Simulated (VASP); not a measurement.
Ir:

```
Ir
1.0
     2.75138    0.00000    0.00000
    -1.37569    2.38276    0.00000
     0.00000    0.00000    4.46229
Ir
2
Direct
  0.66935 0.33687 0.74830
  0.33065 0.66313 0.25170
```

This isn't the form of Ir at room conditions, which is fcc.

| Property | Result |
| --- | --- |
| Program | VASP 6.6.1 |
| Task | relaxation of cell and atoms |
| Functional | PBE |
| Dispersion | D4 |
| Potentials or basis | VASP PAW PBE potentials, release 64 (Ir) |
| Cutoff | 600 eV |
| k mesh | 11 × 11 × 6 |
| Occupations | fermi-dirac, width 0.05 eV |
| Spin | no spin polarisation |

At the start: pressure -9.7 GPa; volume 14.63 Å³/atom.

Problem. Where does the relaxation end?

Solution. Over 11 steps the energy falls by 13.5 meV/atom and the volume is 14.23 Å³/atom (-2.7 %); space group P6_3/mmc (No. 194, to 0.1 Å) before and after.

Step by step:
```tsv
step	energy change (eV)	largest force (eV/Å)	pressure (GPa)	volume (Å³)
1	0.0000	0.1869	-9.65	29.25
2	0.3652	0.0674	50.24	25.68
3	-0.0253	0.1790	-0.48	28.48
4	-0.0254	0.1771	0.20	28.44
5	-0.0254	0.1787	-0.02	28.46
6	-0.0268	0.0473	-0.07	28.46
7	-0.0268	0.0487	-0.07	28.46
8	-0.0269	0.0282	0.23	28.44
9	-0.0269	0.0199	0.36	28.43
10	-0.0270	0.0048	-0.09	28.46
11	-0.0270	0.0092	0.00	28.46
```

Final structure:
```
Ir
1.0
     2.72612   -0.00017    0.00002
    -1.36320    2.36174    0.00001
     0.00003    0.00003    4.41981
Ir
2
Direct
  0.66687 0.33360 0.75003
  0.33313 0.66640 0.24997
```
